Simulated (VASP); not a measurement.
# LiAgC (P4/mmm) in VASP: a series of runs, part 2 of 2

VASP 6.6.1. Earlier steps stand in the parts before.

**4. Relaxation of cell and atoms, PBE**

This run uses another cell than the first one, of 14.98 Å³/atom, 1.144 times its volume.

The input, INCAR:

```
  ALGO = Normal
  EDIFF = 1E-6
  EDIFFG = -0.04
  ENCUT = 600
  GGA = PE
  IBRION = 2
  ISIF = 3
  ISMEAR = 0
  LASPH = True
  LCHARG = False
  LREAL = False
  LWAVE = False
  NELM = 80
  NSW = 90
  PREC = Accurate
  SIGMA = 0.1
```

The input, KPOINTS:

```
k-points
0
Gamma
  6 6 4
```

The input, POSCAR:

```
LiAgC
1.0
    3.3470759200      0.0000000000      0.0000000000
    0.0000000000      3.3470759200      0.0000000000
    0.0000000000      0.0000000000      4.0105208800
Li Ag C
1 1 1
Direct
    0.5000000000      0.5000000000      0.5000000000
    0.0000000000      0.0000000000      0.0000000000
    0.0000000000      0.0000000000      0.5000000000
```

Potentials or basis: VASP PAW PBE potentials, release 64 (Li_sv, Ag, C).

The run is started by

```console
$ cat potpaw_PBE.64/Li_sv/POTCAR potpaw_PBE.64/Ag/POTCAR potpaw_PBE.64/C/POTCAR > POTCAR
$ mpirun -np 1 vasp_std > vasp.out
```

OUTCAR:

```text
EDIFF = 1E-6
   EDIFFG = -0.04
   ENCUT = 600
   GGA = PE
   IBRION = 2
   ISIF = 3
   ISMEAR = 0
   LASPH = True
   LREAL = False
   NELM = 80
   NSW = 90
   PREC = Accurate

 ion  position               nearest neighbor table
   1  0.500  0.500  0.500-   2 3.10   2 3.10   2 3.10   2 3.10   2 3.10   2 3.10   2 3.10   2 3.10

   2  0.000  0.000  0.000-   3 2.01   3 2.01   1 3.10   1 3.10   1 3.10   1 3.10   1 3.10   1 3.10
                             1 3.10   1 3.10
   3  0.000  0.000  0.500-   2 2.01   2 2.01

  LATTYP: Found a simple tetragonal cell.
 ALAT       =     3.3470759200
 C/A-ratio  =     1.1982162867

  Lattice vectors:

 A1 = (   3.3470759200,   0.0000000000,   0.0000000000)
 A2 = (   0.0000000000,   3.3470759200,   0.0000000000)
 A3 = (   0.0000000000,   0.0000000000,   4.0105208800)

Analysis of symmetry for initial positions (statically):
=====================================================================
 Subroutine PRICEL returns:
 Original cell was already a primitive cell.

 Routine SETGRP: Setting up the symmetry group for a
 simple tetragonal supercell.

 Subroutine GETGRP returns: Found 16 space group operations
 (whereof 16 operations were pure point group operations)
 out of a pool of 16 trial point group operations.

The static configuration has the point symmetry D_4h.

Analysis of symmetry for dynamics (positions and initial velocities):
=====================================================================
 Subroutine PRICEL returns:
 Original cell was already a primitive cell.

 Routine SETGRP: Setting up the symmetry group for a
 simple tetragonal supercell.

 Subroutine GETGRP returns: Found 16 space group operations
 (whereof 16 operations were pure point group operations)
 out of a pool of 16 trial point group operations.

The dynamic configuration has the point symmetry D_4h.

 Subroutine INISYM returns: Found 16 space group operations
 (whereof 16 operations are pure point group operations),
 and found     1 'primitive' translations

----------------------------------------------------------------------------------------

                                     Primitive cell

  volume of cell :      44.9295

[... 131 lines left out ...]

 number of electron      17.9999997 magnetization

 Free energy of the ion-electron system (eV)
  ---------------------------------------------------
  ext. energy  EPLUGINS =         0.00000000
  ---------------------------------------------------
  free energy    TOTEN  =       -10.80445251 eV

  energy without entropy =      -10.79346334  energy(sigma->0) =      -10.79895792

------------------------ aborting loop because EDIFF is reached ----------------------------------------

  FORCE on cell =-STRESS in cart. coord.  units (eV):
  Direction    XX          YY          ZZ          XY          YZ          ZX
  --------------------------------------------------------------------------------------
  -------------------------------------------------------------------------------------
  Total       -1.0688801     -1.0688801      0.3455390      0.0000000      0.0000000     -0.0000000
  in kB      -38.1160312    -38.1160312     12.3218444      0.0000000      0.0000000     -0.0000000
  external PRESSURE =     -21.3034060 kB  Pullay stress =       0.0000000 kB
[... 24 lines left out ...]
--------------------------------------- Ionic step        2  -------------------------------------------

 number of electron      18.0000011 magnetization

 E-fermi :   4.0853     XC(G=0):  -9.9930

 val. band max:        4.0697432637   @ k =   0.3333   0.3333   0.5000
 cond. band min:       4.0984883939   @ k =   0.1667   0.1667   0.2500
 fundamental gap:      0.0287451302
 Fermi energy:         4.0853279924

 k-point     1 :       0.0000    0.0000    0.0000
  band No.  band energies     occupation
      1     -41.2614      2.00000
      2      -7.2354      2.00000
      3      -1.1181      2.00000
      4      -0.9616      2.00000
      5      -0.4306      2.00000
      6      -0.4306      2.00000
      7       0.0359      2.00000
      8       2.1333      2.00000
      9       4.1060      0.77047
     10       4.1060      0.77047
     11       6.1931      0.00000
     12      12.0058      0.00000
     13      13.9644      0.00000
[... 626 lines left out ...]
--------------------------------------- Ionic step        9  -------------------------------------------

 number of electron      17.9999996 magnetization

 Free energy of the ion-electron system (eV)
  ---------------------------------------------------
  ext. energy  EPLUGINS =         0.00000000
  ---------------------------------------------------
  free energy    TOTEN  =       -10.92513271 eV

  energy without entropy =      -10.91673382  energy(sigma->0) =      -10.92093327

 E-fermi :   4.9883     XC(G=0): -10.5862

 val. band max:        4.9419935249   @ k =   0.1667   0.1667   0.0000
 cond. band min:       5.0037891196   @ k =   0.1667   0.1667   0.2500
 fundamental gap:      0.0617955947
 Fermi energy:         4.9882876513

 k-point     1 :       0.0000    0.0000    0.0000
  band No.  band energies     occupation
      1     -39.7664      2.00000
      2      -6.4220      2.00000
      3      -0.5633      2.00000
      4      -0.3898      2.00000
      5       0.6704      2.00000
      6       0.6704      2.00000
      7       1.1550      2.00000
      8       2.4357      2.00000
      9       5.4259      0.00000
     10       5.4259      0.00000
     11       6.3005      0.00000
     12      13.1572      0.00000
     13      15.9746      0.00000
[... 398 lines left out ...]
  FREE ENERGIE OF THE ION-ELECTRON SYSTEM (eV)
  ---------------------------------------------------
  free  energy   TOTEN  =       -10.9251327148 eV

  energy  without entropy=      -10.9167338186  energy(sigma->0) =      -10.92093327

 reached required accuracy - stopping structural energy minimisation
```

OSZICAR:

```text
N       E                     dE             d eps       ncg     rms          rms(c)
DAV:   1     0.950326568629E+02    0.95033E+02   -0.94288E+03   788   0.151E+03
DAV:   2    -0.683876598244E+01   -0.10187E+03   -0.96849E+02   880   0.290E+02
DAV:   3    -0.141531930889E+02   -0.73144E+01   -0.72125E+01  1455   0.619E+01
DAV:   4    -0.142649308503E+02   -0.11174E+00   -0.11157E+00   941   0.869E+00
[... 86 lines left out ...]
DAV:   2    -0.109258880977E+02    0.96809E-02   -0.32552E-02   870   0.246E+00    0.287E-01
DAV:   3    -0.109252511591E+02    0.63694E-03   -0.18424E-03   984   0.461E-01    0.140E-01
DAV:   4    -0.109251624927E+02    0.88666E-04   -0.20712E-04   855   0.165E-01    0.967E-02
DAV:   5    -0.109251329312E+02    0.29562E-04   -0.97271E-05   904   0.911E-02    0.116E-02
DAV:   6    -0.109251327148E+02    0.21641E-06   -0.99675E-06  1037   0.248E-02
   9 F= -.10925133E+02 E0= -.10920933E+02  d E =-.530234E-03
```

Wall time 48 s (1 thread of Intel Xeon 6975P-C (Granite Rapids), shared host); peak memory 0.19 GiB.

What came out:

* Free energy: -10.9251 eV
* Relaxed volume: 12.98 Å³/atom
* Relaxed cell: a = 3.058 Å, b = 3.058 Å, c = 4.163 Å, α = 90.00°, β = 90.00°, γ = 90.00°
* Space group after relaxing (to 0.05 Å): P4/mmm (No. 123)
* Energy gained by relaxing: 40.2 meV/atom
* Ionic steps: 9
* Pressure after relaxing: 0.1 GPa
* Band gap on the k mesh: zero (band 9 reaches 6.52 eV, above the bottom of band 10 at 4.10 eV)

The path:
```tsv
step	energy change (eV)	largest force (eV/Å)	pressure (GPa)	volume (Å³)
1	0.0000	0.0000	-2.13	44.93
2	-0.0357	0.0000	-1.85	43.64
3	-0.1092	0.0000	0.31	39.83
4	0.2493	0.0000	14.74	32.52
5	-0.1149	0.0000	0.85	39.18
6	-0.1167	0.0000	1.57	38.45
7	-0.1097	0.0000	-1.40	39.06
8	-0.1201	0.0000	0.41	38.67
9	-0.1207	0.0000	0.12	38.93
```

Final structure:
```cif
data_structure
_symmetry_space_group_name_H-M 'P 1'
_symmetry_Int_Tables_number 1
_cell_length_a 3.0581
_cell_length_b 3.0581
_cell_length_c 4.1628
_cell_angle_alpha 90.000
_cell_angle_beta 90.000
_cell_angle_gamma 90.000
_cell_volume 38.93
loop_
_atom_site_label
_atom_site_type_symbol
_atom_site_fract_x
_atom_site_fract_y
_atom_site_fract_z
_atom_site_occupancy
Li1 Li 0.50000 0.50000 0.50000 1
Ag1 Ag 0.00000 0.00000 0.00000 1
C1 C 0.00000 0.00000 0.50000 1
```

Caveat: the k points lie up to 0.38 Å⁻¹ apart in the final cell; the cutoff is under 1.25 times the usual one of these potentials, so pressure, stress and relaxed cells hold a basis-set (Pulay) error.

**5. The runs side by side**

```csv
task,cell,cutoff (eV),gap on the mesh (eV)
single point,"a = 3.070, b = 3.070, c = 4.165 Å, 3 atoms",520,none
single point,"a = 3.347, b = 3.347, c = 4.011 Å, 3 atoms",520,none
relaxation of cell and atoms,"relaxed from a = 3.347, b = 3.347, c = 4.011 Å, 3 atoms",600,none
```

Alike in all rows: level PBE; potentials or basis VASP PAW PBE potentials, release 64 (Li_sv, Ag, C); no spin polarisation; k mesh 6 × 6 × 4; smearing gaussian 0.1 eV.

Caveats: all runs use coarse meshes; the cutoff is under 1.25 times the usual one of these potentials, so pressure, stress and relaxed cells hold a basis-set (Pulay) error.

Total energies depend on the potentials used, so only differences within one code and one set of settings carry meaning.
